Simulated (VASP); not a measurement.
A run of VASP 6.6.1:

Contents of INCAR:

```
  PREC = Accurate
  ENCUT = 600
  EDIFF = 1E-6
  ISMEAR = 0
  SIGMA = 0.1
  LREAL = False
  LASPH = True
  NELM = 100
  ALGO = Normal
  ISIF = 3
  LWAVE = False
  LCHARG = False
  GGA = PE
  IBRION = 2
  NSW = 90
  EDIFFG = -0.04
```

The input KPOINTS:

```
Automatic mesh
0
Gamma
  4 4 4
```

File POSCAR:

```
Cs4C
1.0
    6.4914962900      0.0000000000      0.0000000000
    0.0000000000      6.4914962900      0.0000000000
    0.0000000000      0.0000000000      6.4914962900
Cs C
4 1
Direct
    0.5000000000      0.0000000000      0.0000000000
    0.0000000000      0.5000000000      0.0000000000
    0.0000000000      0.0000000000      0.5000000000
    0.5000000000      0.5000000000      0.5000000000
    0.0000000000      0.0000000000      0.0000000000
```

Potentials or basis: VASP PAW PBE potentials, release 64 (Cs_sv, C).

Command:

```console
$ cat potpaw_PBE.64/Cs_sv/POTCAR potpaw_PBE.64/C/POTCAR > POTCAR
$ mpirun -np 1 vasp_std > vasp.out
```

Hardware: 1 thread of Intel(R) Xeon(R) 6975P-C (Granite Rapids), with other jobs on the host.

Task: Estimate the wall time of this run.

Result: Run time: 3.8 min on 1 thread of Intel(R) Xeon(R) 6975P-C (Granite Rapids), with other jobs on the host, peak memory 0.43 GiB. Counts: scf iterations 43, k points 10, ion steps 3.
